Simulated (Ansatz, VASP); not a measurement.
## BiTe in VASP and in Ansatz

```
Bi Te
1.0
     2.42271    1.39875    3.31729
    -2.42271    1.39875    3.31729
     0.00000   -2.79750    3.31729
Bi Te
1 1
Direct
  0.50000 0.50000 0.50000
  0.00000 0.00000 0.00000
```

Alike in both runs: task relaxation of cell and atoms; functional PBE; k mesh 12 × 12 × 12; occupations gaussian, width 0.1 eV; no spin polarisation.

|  | VASP | Ansatz |
| --- | --- | --- |
| version | VASP 6.6.1 | Ansatz 0.2.0 |
| potentials or method | VASP PAW PBE potentials, release 64 (Bi_d, Te), cutoff 600 eV | scalar-relativistic, plane waves, PAW |
| valence electrons in the cell | 21 | 31 |

|  | VASP | Ansatz | Ansatz less VASP |
| --- | --- | --- | --- |
| gap on the k mesh at the Fermi level, each at its own relaxed structure (eV) | none | none | - |
| relaxed volume (Å³/atom) | 33.66 | 33.67 | +0.016 |
| relaxed length of the cell vector where the two differ most in proportion (Å) | 4.334 | 4.336 | +0.0022 |

A gap of «none» marks a metal or a gap that the smearing closes. VASP's potentials hold 21 valence electrons a cell and Ansatz's 31, so a difference there can come from the potentials and not from the codes.

Neither program's run includes spin-orbit coupling.
